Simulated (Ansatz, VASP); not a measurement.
LiF in VASP and in Ansatz

File POSCAR:

```
LiF
1.0
    0.0000000000      2.0350000000      2.0350000000
    2.0350000000      0.0000000000      2.0350000000
    2.0350000000      2.0350000000      0.0000000000
Li F
1 1
Direct
    0.0000000000      0.0000000000      0.0000000000
    0.5000000000      0.5000000000      0.5000000000
```

The input INCAR.step1:

```
SYSTEM = LiF
PREC = Accurate
ENCUT = 520
ISMEAR = -1
SIGMA = 0.02
LREAL = .False.
LASPH = .True.
NELM = 100
NBANDS = 12
GGA = PE
ALGO = Normal
EDIFF = 1E-4
LWAVE = .True.
LCHARG = .False.
```

The input INCAR.step2:

```
SYSTEM = LiF
PREC = Accurate
ENCUT = 520
EDIFF = 1E-6
ISMEAR = -1
SIGMA = 0.02
LREAL = .False.
LASPH = .True.
NELM = 100
ALGO = Normal
ISIF = 2
LWAVE = .False.
LCHARG = .False.
METAGGA = R2SCAN
LMIXTAU = .True.
NBANDS = 12
ISTART = 1
```

File KPOINTS:

```
Automatic mesh
0
Gamma
  6 6 6
  0 0 0
```

Input for Ansatz:

```yaml
crystal:
  lattice:
    - [0, 2.035, 2.035]
    - [2.035, 0, 2.035]
    - [2.035, 2.035, 0]
  atoms:
    - { symbol: Li, position: [0, 0, 0] }
    - { symbol: F, position: [0.5, 0.5, 0.5] }
kpoints:
  mp_grid: { grid: [6, 6, 6] }
hamiltonian:
  xc: r2scan
  pseudopotentials:
    kind: paw
    azcp:
      F: "pseudopotentials/pbe/paw/ansatz_paw_generated_hard_1/F.paw.azcp"
      Li: "pseudopotentials/pbe/paw/ansatz_paw_generated_hard_1/Li.paw.azcp"
scf:
  occupations: { method: fermi_dirac, width: 0.02 }
  convergence: { dr2_threshold: "1e-10 eV" }
  max_iter: 300
output:
  forces: true
  stress: true
  eigenvalues: true
```

Alike in both runs: task single point; functional r2SCAN; k mesh 6 × 6 × 6; occupations fermi-dirac, width 0.02 eV; no spin polarisation.

```csv
,VASP,Ansatz
version,VASP 6.6.1,Ansatz 0.2.0 development build
potentials or method,"VASP PAW PBE potentials, release 64 (Li_sv, F)","plane waves, PAW datasets (generated hard set"
plane-wave cutoff (eV),520,700
valence electrons in the cell,10,10
```

VASP gave:

```
gap on the k mesh at the Fermi level (eV) : 9.96
```

Q: Estimate Ansatz's values.

A: gap on the k mesh at the Fermi level (eV): 9.78.

VASP's potentials were made for PBE, not for r2SCAN. With one functional, cell and mesh, what is left measures potentials, basis and numerics.

The k mesh is coarse, so the values compare programs but aren't converged. Noted on VASP's run: the cutoff is short for stress, so the pressure is rough.
